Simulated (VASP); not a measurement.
# HfTe5Mo (P4/mmm) in VASP: further runs

Runs on HfTe5Mo. Level: PBE. Tasks: single point.

Program: VASP 6.6.1. These are calculated values, not measurements. Logs are shortened: lines on timing, memory, paths and dates and some standing lists are left out, and cuts for length are marked.

## 1. The cell of the first run

The structure is tetragonal, space group P4/mmm (No. 123). Conventional cell: a = 4.791 Å, b = 4.791 Å, c = 7.851 Å, α = 90.00°, β = 90.00°, γ = 90.00°. Within 4.4 Å of Hf (site symmetry 4/mmm) lie 12 Te at 3.33 to 3.39 Å and 2 Mo at 3.93 Å. Te (site symmetry 4/mmm) has 8 Te at 3.33 Å and 4 Hf at 3.39 Å within 4.4 Å. Te (site symmetry 2mm) has 2 Mo at 2.89 Å and 7 Te at 3.22 to 3.39 Å and 2 Hf at 3.33 Å within 3.8 Å. Mo (site symmetry 4/mmm) has 8 Te at 2.89 Å within 3.8 Å.

## 2. Single point, PBE

The input, INCAR:

```
SYSTEM = HfTe5Mo
PREC     = Accurate       ! precision mode
ENCUT    = 500            ! plane-wave cutoff, eV
EDIFF    = 1E-6           ! SCF threshold, eV
ISMEAR   = 0              ! smearing method
SIGMA    = 0.2            ! smearing width, eV
LREAL    = .False.        ! projectors in reciprocal space
LASPH    = .True.         ! aspherical terms in the spheres
NELM     = 120            ! most SCF steps
ALGO     = Normal         ! electronic algorithm
ISIF     = 2              ! what is computed and relaxed
LWAVE    = .False.        ! write WAVECAR
LCHARG   = .True.         ! write CHGCAR
GGA      = PE             ! functional
LELF     = .True.         ! ELF
LVHAR    = .True.       
NBANDS   = 36             ! bands
GGA_COMPAT= .False.
```

The input, KPOINTS:

```
Automatic mesh
0
Gamma
  3 3 2
  0 0 0
```

The input, POSCAR:

```
HfTe5Mo
1.0
    4.7914038953      0.0000000000      0.0000000000
    0.0000000000      4.7914038953      0.0000000000
    0.0000000000      0.0000000000      7.8505730868
Hf Te Mo
1 5 1
Direct
    0.0000000000      0.0000000000      0.0000000000
    0.5000000000      0.5000000000      0.0000000000
    0.5000000000      0.0000000000      0.2947662431
    0.0000000000      0.5000000000      0.2947662431
    0.5000000000      0.0000000000      0.7052337569
    0.0000000000      0.5000000000      0.7052337569
    0.0000000000      0.0000000000      0.5000000000
```

Potentials or basis: VASP PAW PBE potentials, release 64 (Hf_pv, Te, Mo_sv).

On the command line:

```sh
$ cat potpaw_PBE.64/Hf_pv/POTCAR potpaw_PBE.64/Te/POTCAR potpaw_PBE.64/Mo_sv/POTCAR > POTCAR
$ mpirun -np 1 vasp_std > vasp.out
```

OUTCAR:

```text
SYSTEM = HfTe5Mo
   PREC = Accurate
   ENCUT = 500
   EDIFF = 1E-6
   ISMEAR = 0
   LREAL = .False.
   LASPH = .True.
   NELM = 120
   ISIF = 2
   GGA = PE

 ion  position               nearest neighbor table
   1  0.000  0.000  0.000-   3 3.33   4 3.33   5 3.33   6 3.33   4 3.33   6 3.33   3 3.33   5 3.33
                             2 3.39   2 3.39   2 3.39   2 3.39
   2  0.500  0.500  0.000-   3 3.33   4 3.33   5 3.33   6 3.33   3 3.33   5 3.33   4 3.33   6 3.33
                             1 3.39   1 3.39   1 3.39   1 3.39
   3  0.500  0.000  0.295-   7 2.89   7 2.89   5 3.22   2 3.33   2 3.33   1 3.33   1 3.33   4 3.39
                             4 3.39   4 3.39   4 3.39
   4  0.000  0.500  0.295-   7 2.89   7 2.89   6 3.22   2 3.33   1 3.33   1 3.33   2 3.33   3 3.39
                             3 3.39   3 3.39   3 3.39
   5  0.500  0.000  0.705-   7 2.89   7 2.89   3 3.22   2 3.33   2 3.33   1 3.33   1 3.33   6 3.39
                             6 3.39   6 3.39   6 3.39
   6  0.000  0.500  0.705-   7 2.89   7 2.89   4 3.22   2 3.33   1 3.33   1 3.33   2 3.33   5 3.39
                             5 3.39   5 3.39   5 3.39
   7  0.000  0.000  0.500-   3 2.89   4 2.89   5 2.89   6 2.89   4 2.89   6 2.89   3 2.89   5 2.89

  LATTYP: Found a simple tetragonal cell.
 ALAT       =     4.7914038953
 C/A-ratio  =     1.6384703228

  Lattice vectors:

 A1 = (   4.7914038953,   0.0000000000,   0.0000000000)
 A2 = (   0.0000000000,   4.7914038953,   0.0000000000)
 A3 = (   0.0000000000,   0.0000000000,   7.8505730868)

Analysis of symmetry for initial positions (statically):
=====================================================================
 Subroutine PRICEL returns:
 Original cell was already a primitive cell.

 Routine SETGRP: Setting up the symmetry group for a
 simple tetragonal supercell.

 Subroutine GETGRP returns: Found 16 space group operations
 (whereof 16 operations were pure point group operations)
 out of a pool of 16 trial point group operations.

The static configuration has the point symmetry D_4h.

Analysis of symmetry for dynamics (positions and initial velocities):
=====================================================================
 Subroutine PRICEL returns:
 Original cell was already a primitive cell.

 Routine SETGRP: Setting up the symmetry group for a
 simple tetragonal supercell.

 Subroutine GETGRP returns: Found 16 space group operations
 (whereof 16 operations were pure point group operations)
 out of a pool of 16 trial point group operations.

The dynamic configuration has the point symmetry D_4h.

 Subroutine INISYM returns: Found 16 space group operations
 (whereof 16 operations are pure point group operations),
 and found     1 'primitive' translations

----------------------------------------------------------------------------------------

                                     Primitive cell

  volume of cell :     180.2299

  direct lattice vectors                    reciprocal lattice vectors
     4.791403895  0.000000000  0.000000000     0.208707098  0.000000000  0.000000000
     0.000000000  4.791403895  0.000000000     0.000000000  0.208707098  0.000000000
     0.000000000  0.000000000  7.850573087     0.000000000  0.000000000  0.127379236

  length of vectors
     4.791403895  4.791403895  7.850573087     0.208707098  0.208707098  0.127379236

  position of ions in fractional coordinates (direct lattice)
     0.000000000  0.000000000  0.000000000
     0.500000000  0.500000000  0.000000000
     0.500000000  0.000000000  0.294766243
     0.000000000  0.500000000  0.294766243
     0.500000000  0.000000000  0.705233757
     0.000000000  0.500000000  0.705233757
     0.000000000  0.000000000  0.500000000

  ion indices of the primitive-cell ions
   primitive index   ion index
                 1           1
                 2           2
                 3           3
                 4           4
                 5           5
                 6           6
                 7           7

----------------------------------------------------------------------------------------

 KPOINTS: Automatic mesh

Automatic generation of k-mesh.
 Grid dimensions read from file:
 generate k-points for:    3    3    2

 Generating k-lattice:

  Cartesian coordinates                     Fractional coordinates (reciprocal lattice)
     0.069569033  0.000000000  0.000000000     0.333333333  0.000000000  0.000000000
     0.000000000  0.069569033  0.000000000     0.000000000  0.333333333  0.000000000
     0.000000000  0.000000000  0.063689618     0.000000000  0.000000000  0.500000000

  Length of vectors
     0.069569033  0.069569033  0.063689618

  Shift w.r.t. Gamma in fractional coordinates (k-lattice)
     0.000000000  0.000000000  0.000000000

 Subroutine IBZKPT returns following result:
 ===========================================

 Found      6 irreducible k-points:

 Following reciprocal coordinates:
            Coordinates               Weight
  0.000000  0.000000  0.000000      1.000000
  0.333333  0.000000  0.000000      4.000000
  0.333333  0.333333  0.000000      4.000000
  0.000000  0.000000  0.500000      1.000000
  0.333333  0.000000  0.500000      4.000000
  0.333333  0.333333  0.500000      4.000000
   k-points           NKPTS =      6   k-points in BZ     NKDIM =      6   number of bands    NBANDS=     36
   number of dos      NEDOS =    301   number of ions     NIONS =      7
   total plane-waves  NPLWV =  77760
   dimension x,y,z NGX =    36 NGY =   36 NGZ =   60
   dimension x,y,z NGXF=    72 NGYF=   72 NGZF=  120
   ions per type =               1   5   1
   NGX,Y,Z   is equivalent  to a cutoff of  12.49, 12.49, 12.71 a.u.
   NGXF,Y,Z  is equivalent  to a cutoff of  24.98, 24.98, 25.41 a.u.
 SYSTEM =  HfTe5Mo
   PREC   = accura    normal or accurate (medium, high low for compatibility)
   ISTART =      0    job   : 0-new  1-cont  2-samecut
   ICHARG =      2    charge: 1-file 2-atom 10-const
   ISPIN  =      1    spin polarized calculation?
   LNONCOLLINEAR =      F non collinear calculations
   LSORBIT =      F    spin-orbit coupling
   LASPH  =      T    aspherical Exc in radial PAW
   ENCUT  =  500.0 eV  36.75 Ry    6.06 a.u.   8.74  8.74 14.31*2*pi/ulx,y,z
   NELM   =    120;   NELMIN=  2; NELMDL= -5     # of ELM steps
   EDIFF  = 0.1E-05   stopping-criterion for ELM
   LREAL  =      F    real-space projection
   EDIFFG = 0.1E-04   stopping-criterion for IOM
   NSW    =      0    number of steps for IOM
   IBRION =     -1    ionic relax: 0-MD 1-quasi-New 2-CG
   NFREE  =      0    steps in history (QN), initial steepest desc. (CG)
   ISIF   =      2    stress and relaxation
   ISYM   =      2    0-nonsym 1-usesym 2-fastsym
   POTIM  = 0.5000    time-step for ionic-motion
   TEBEG  =    0.0;   TEEND  =   0.0 temperature during run
   PSTRESS=    0.0 pullay stress
   NELECT =      54.0000    total number of electrons
   NUPDOWN=      -1.0000    fix difference up-down
   EMIN   =  10.00;   EMAX   =-10.00  energy-range for DOS
   EFERMI =   0.00;   METHOD = LEGACY
   ISMEAR =     0;   SIGMA  =   0.20  broadening in eV -4-tet -1-fermi 0-gaus
   EFERMI_NEDOS =   21; number of points for ismear=-14 and -15
   IALGO  =     38    algorithm
   IMIX   =      4    mixing-type and parameters
     AMIX     =   0.40;   BMIX     =  1.00
     AMIX_MAG =   1.60;   BMIX_MAG =  1.00
  volume/ion in A,a.u.               =      25.75       173.75
  Fermi-wavevector in a.u.,A,eV,Ry     =   1.095461  2.070122 16.327479  1.200036
  Thomas-Fermi vector in A             =   2.231785
   LORBIT       =      0    0 simple, 1 ext, 2 COOP (PROOUT), +10 PAW based schemes
   GGA     = PE    functional components
   LHFCALC =     F    Hartree Fock is set to
   AEXX    =    0.0000 exact exchange contribution
   IVDW    =     0    specifies the selected vdW correction
   LEPSILON=     F    determine dielectric tensor
   LRPA    =     F    only Hartree local field effects (RPA)
 non-spin polarized calculation
 Gauss-broadening in eV      SIGMA  =   0.20
  energy-cutoff  :      500.00
  volume of cell :      180.23
 maximum number of plane-waves:      4604
 NGX is ok and might be reduce to    36
   NGX = 17   NGY = 17   NGZ = 29

 number of electron      54.0000006 magnetization

 Free energy of the ion-electron system (eV)
  ---------------------------------------------------
  ext. energy  EPLUGINS =         0.00000000
  ---------------------------------------------------
  free energy    TOTEN  =       -34.11086255 eV

  energy without entropy =      -33.89255121  energy(sigma->0) =      -34.00170688

 E-fermi :   8.4563     XC(G=0): -10.4703

 val. band max:        8.4532238730   @ k =   0.3333   0.0000   0.5000
 cond. band min:       8.4572324135   @ k =   0.3333   0.0000   0.0000
 fundamental gap:      0.0040085405
 Fermi energy:         8.4562727489

 k-point     1 :       0.0000    0.0000    0.0000
  band No.  band energies     occupation
      1     -52.6455      2.00000
      2     -26.8091      2.00000
      3     -26.8091      2.00000
      4     -26.6658      2.00000
      5     -23.9353      2.00000
      6     -23.8884      2.00000
[... 28 lines left out ...]
     35       9.6679      0.00000
     36      11.1564      0.00000

 k-point     2 :       0.3333    0.0000    0.0000
  band No.  band energies     occupation
      1     -52.6454      2.00000
      2     -26.8127      2.00000
      3     -26.8089      2.00000
      4     -26.6653      2.00000
      5     -23.9348      2.00000
      6     -23.8915      2.00000
[... 28 lines left out ...]
     35      10.3676      0.00000
     36      11.0820      0.00000

 k-point     3 :       0.3333    0.3333    0.0000
  band No.  band energies     occupation
      1     -52.6453      2.00000
      2     -26.8126      2.00000
      3     -26.8126      2.00000
      4     -26.6648      2.00000
      5     -23.9344      2.00000
      6     -23.8911      2.00000
[... 28 lines left out ...]
     35      10.5672      0.00000
     36      11.0057      0.00000

 k-point     4 :       0.0000    0.0000    0.5000
  band No.  band energies     occupation
      1     -52.6455      2.00000
      2     -26.8091      2.00000
      3     -26.8091      2.00000
      4     -26.6658      2.00000
      5     -23.9354      2.00000
      6     -23.8884      2.00000
[... 28 lines left out ...]
     35      10.3833      0.00000
     36      10.6471      0.00000

 k-point     5 :       0.3333    0.0000    0.5000
  band No.  band energies     occupation
      1     -52.6454      2.00000
      2     -26.8127      2.00000
      3     -26.8089      2.00000
      4     -26.6652      2.00000
      5     -23.9349      2.00000
      6     -23.8915      2.00000
[... 28 lines left out ...]
     35      10.6021      0.00000
     36      10.9328      0.00000

 k-point     6 :       0.3333    0.3333    0.5000
  band No.  band energies     occupation
      1     -52.6453      2.00000
      2     -26.8126      2.00000
      3     -26.8126      2.00000
      4     -26.6647      2.00000
      5     -23.9345      2.00000
      6     -23.8911      2.00000
[... 28 lines left out ...]
     35      10.6440      0.00000
     36      11.6984      0.00000

------------------------ aborting loop because EDIFF is reached ----------------------------------------

  FORCE on cell =-STRESS in cart. coord.  units (eV):
  Direction    XX          YY          ZZ          XY          YZ          ZX
  --------------------------------------------------------------------------------------
  -------------------------------------------------------------------------------------
  Total        0.4042625      0.4042625     -0.3308273      0.0000000      0.0000000      0.0000000
  in kB        3.5937434      3.5937434     -2.9409321      0.0000000      0.0000000      0.0000000
  external PRESSURE =       1.4155182 kB  Pullay stress =       0.0000000 kB

 VOLUME and BASIS-vectors are now :
 -----------------------------------------------------------------------------
  energy-cutoff  :      500.00
  volume of cell :      180.23
      direct lattice vectors                 reciprocal lattice vectors
     4.791403895  0.000000000  0.000000000     0.208707098  0.000000000  0.000000000
     0.000000000  4.791403895  0.000000000     0.000000000  0.208707098  0.000000000
     0.000000000  0.000000000  7.850573087     0.000000000  0.000000000  0.127379236

 POSITION                                       TOTAL-FORCE (eV/Angst)
 -----------------------------------------------------------------------------------
      0.00000      0.00000      0.00000        -0.000000      0.000000      0.000000
      2.39570      2.39570      0.00000        -0.000000      0.000000      0.000000
      2.39570      0.00000      2.31408        -0.000000     -0.000000      0.042056
      0.00000      2.39570      2.31408         0.000000      0.000000      0.042056
      2.39570      0.00000      5.53649        -0.000000      0.000000     -0.042056
      0.00000      2.39570      5.53649        -0.000000     -0.000000     -0.042056
      0.00000      0.00000      3.92529        -0.000000      0.000000      0.000000
 -----------------------------------------------------------------------------------
    total drift:                               -0.000000      0.000000      0.000000

  FREE ENERGIE OF THE ION-ELECTRON SYSTEM (eV)
  ---------------------------------------------------
  free  energy   TOTEN  =       -34.1108625522 eV

  energy  without entropy=      -33.8925512065  energy(sigma->0) =      -34.00170688
```

Run time: 42 s. Hardware: 1 thread of Intel Xeon 6975P-C (Granite Rapids), shared host; peak memory 0.27 GiB.

Results:

```yaml
Free_energy: -34.1109 eV
Pressure: 0.1 GPa
Largest_force: 0.042 eV/Å
Band_gap_on_the_k_mesh: zero (band 27 reaches 8.53 eV, above the bottom of band 28 at 8.45 eV)
```

Forces in eV/Å, atoms in the order of the input:
```
Hf   0.000  0.000  0.000
Te   0.000  0.000  0.000
Te   0.000  0.000  0.042
Te   0.000  0.000  0.042
Te   0.000  0.000 -0.042
Te   0.000  0.000 -0.042
Mo   0.000  0.000  0.000
```

Stress tensor (GPa, compression positive):
```
 0.36  0.00  0.00
 0.00  0.36  0.00
 0.00  0.00 -0.29
```

Levels at points of the mesh, in eV from the Fermi level:
| k point | band 25 | band 26 | band 27 | band 28 | band 29 | band 30 |
| --- | --- | --- | --- | --- | --- | --- |
| (0.00, 0.00, 0.00) | -0.78 | -0.09 | -0.08 | 0.06 | 0.06 | 0.06 |
| (0.00, 0.00, 0.50) | -0.52 | -0.52 | 0.01 | 0.07 | 0.35 | 0.45 |

Caveat: the k points lie up to 0.44 Å⁻¹ apart; spin-orbit coupling is left out, which moves the levels of the heavy elements.

## 3. Single point, PBE

This run uses another cell than the first one, of 29.20 Å³/atom, 1.134 times its volume.

The input, INCAR:

```
PREC = Accurate ; ENCUT = 500
EDIFF = 1E-6 ; ISMEAR = 0
SIGMA = 0.2 ; LREAL = F
LASPH = T ; NELM = 120
ALGO = Normal ; ISIF = 2
LWAVE = F ; LCHARG = F
GGA = PE ; NBANDS = 36
GGA_COMPAT = F
```

The input, KPOINTS:

```
regular mesh
0
Gamma
  3 3 2
```

The input, POSCAR:

```
HfTe5Mo
1.0
    5.7324679805      0.0000000000      0.0000000000
    0.0000000000      5.7324679805      0.0000000000
    0.0000000000      0.0000000000      6.2192759426
Hf Te Mo
1 5 1
Direct
    0.0000000000      0.0000000000      0.5000000000
    0.0000000000      0.5000000000      0.0000000000
    0.5000000000      0.0000000000      0.0000000000
    0.5000000000      0.5000000000      0.0000000000
    0.0000000000      0.5000000000      0.5000000000
    0.5000000000      0.0000000000      0.5000000000
    0.5000000000      0.5000000000      0.5000000000
```

Potentials or basis: VASP PAW PBE potentials, release 64 (Hf_pv, Te, Mo_sv).

On the command line:

```sh
$ cat potpaw_PBE.64/Hf_pv/POTCAR potpaw_PBE.64/Te/POTCAR potpaw_PBE.64/Mo_sv/POTCAR > POTCAR
$ mpirun -np 1 vasp_std > vasp.out
```

It took 35 s on 1 thread of Intel Xeon 6975P-C (Granite Rapids), shared host; peak memory 0.29 GiB.

Results (log left out):

```yaml
Free_energy: -32.9389 eV
Pressure: 0.0 GPa
Band_gap_on_the_k_mesh: zero (band 27 reaches 6.92 eV, above the bottom of band 28 at 6.58 eV)
```

Levels at points of the mesh, in eV from the Fermi level:
```
           k point  band 25  band 26  band 27  band 28  band 29  band 30
(0.00, 0.00, 0.00)    -0.82    -0.82    -0.57    -0.36     0.12     0.21
(0.00, 0.00, 0.50)    -1.54    -1.53    -0.34    -0.33    -0.33     0.01
```

Caveat: the k points lie up to 0.51 Å⁻¹ apart; spin-orbit coupling is left out, which moves the levels of the heavy elements.
